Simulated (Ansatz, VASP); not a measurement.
N in VASP and in Ansatz

```
CELL_PARAMETERS angstrom
9.60000 0.00000 0.00000
0.00000 9.80000 0.00000
0.00000 0.00000 10.00000
ATOMIC_POSITIONS crystal
N 0.53314 0.53247 0.53182
N 0.46686 0.46753 0.46818
```

Alike in both runs: functional PBE; dispersion D3(BJ); k mesh 1 × 1 × 1; occupations gaussian, width 0.01 eV; no spin polarisation.

Ansatz relaxed the structure, and its values are those at the end. VASP's run is a single point on that final structure, the one shown.

|  | VASP | Ansatz |
| --- | --- | --- |
| version | VASP 6.6.1 | Ansatz 0.2.0 |
| potentials or method | VASP PAW PBE potentials, release 64 (N_h), cutoff 1000 eV | scalar-relativistic, plane waves, PAW |
| valence electrons in the cell | 10 | 10 |

|  | VASP | Ansatz | Ansatz less VASP |
| --- | --- | --- | --- |
| gap on the k mesh at the Fermi level (eV) | 8.25 | 8.24 | -0.011 |
| rms of the force components (eV/Å) | 0.036 | 0.004 | -0.0317 |
